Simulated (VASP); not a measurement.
Wanted: the native input for a VASP 6.6.1 run.

| Property | Result |
| --- | --- |
| Task | single point |
| Functional | PBEsol |
| Dispersion | D4 |
| Potentials or basis | VASP PAW PBE potentials, release 64 (Bi_d) |
| Cutoff | 520 eV |
| k mesh | 9 × 9 × 9 |
| Occupations | fermi-dirac, width 0.05 eV |
| Spin | no spin polarisation |
| Dipole correction | no |
| Further INCAR settings | ALGO = Normal; EDIFF = 1e-06; NBANDS = 14 |

The structure of Bi lies in POSCAR:

```
Bi
1.0
   -1.9395345861      1.9395345861      1.9395345861
    1.9395345861     -1.9395345861      1.9395345861
    1.9395345861      1.9395345861     -1.9395345861
Bi
1
Direct
    0.0000000000      0.0000000000      0.0000000000
```

One way to write it, as run:

INCAR

```
  PREC = Accurate
  ENCUT = 520
  EDIFF = 1E-6
  ISMEAR = -1
  SIGMA = 0.05
  LREAL = F
  LASPH = T
  NELM = 100
  ALGO = Normal
  ISIF = 2
  LWAVE = F
  LCHARG = F
  GGA = PS
  IVDW = 13
  NBANDS = 14
```

KPOINTS

```
Automatic mesh
0
Gamma
  9 9 9
```

Potentials or basis: VASP PAW PBE potentials, release 64 (Bi_d).

The run is started by

```bash
$ cat potpaw_PBE.64/Bi_d/POTCAR > POTCAR
$ mpirun -np 1 vasp_std > vasp.out
```

It gave:

```json
{
 "Pressure": "-0.1 GPa",
 "Dispersion energy per atom": "-0.340 eV"
}
```

Caveat: the PAW data sets were made with another functional, which shifts forces and pressure a little; pairwise dispersion overbinds metals, which lowers pressure and volume.

Run time: 18 s on 1 thread of Intel Xeon 8259CL, with other jobs on the host, peak memory 0.16 GiB.
